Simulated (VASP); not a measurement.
Set up this calculation in VASP 6.6.1, as the native input.

* Task: single point
* Functional: PBEsol
* Potentials or basis: VASP PAW PBE potentials, release 64 (Ga_d, N)
* Cutoff: 600 eV
* k mesh: 8 × 8 × 8
* Occupations: gaussian, width 0.01 eV
* Spin: no spin polarisation
* Dipole correction: no
* Further INCAR settings: ALGO = Normal; EDIFF = 1e-06; NBANDS = 16

The structure of GaN lies in POSCAR:

```
GaN
1.0
    0.0000000000      2.2489919683      2.2489919683
    2.2489919683      0.0000000000      2.2489919683
    2.2489919683      2.2489919683      0.0000000000
Ga N
1 1
Direct
    0.0000000000      0.0000000000      0.0000000000
    0.2500000000      0.2500000000      0.2500000000
```

The input as run:

INCAR

```
  ALGO = Normal
  EDIFF = 1E-6
  ENCUT = 600
  GGA = PS
  GGA_COMPAT = False
  ISIF = 2
  ISMEAR = 0
  LASPH = True
  LCHARG = False
  LREAL = False
  LWAVE = False
  NBANDS = 16
  NELM = 120
  PREC = Accurate
  SIGMA = 0.01
```

KPOINTS

```
k-points
0
Gamma
  8 8 8
```

Potentials or basis: VASP PAW PBE potentials, release 64 (Ga_d, N).

Run with:

```sh
$ cat potpaw_PBE.64/Ga_d/POTCAR potpaw_PBE.64/N/POTCAR > POTCAR
$ mpirun -np 1 vasp_std > vasp.out
```

It gave:

```
Pressure               : -0.4 GPa
Band gap on the k mesh : 1.72 eV
```

Caveat: the PAW data sets were made with another functional, which shifts forces and pressure a little.

It took 17 s on 1 thread of Intel(R) Xeon(R) Platinum 8488C (Sapphire Rapids), on a shared host, peak memory 0.16 GiB.
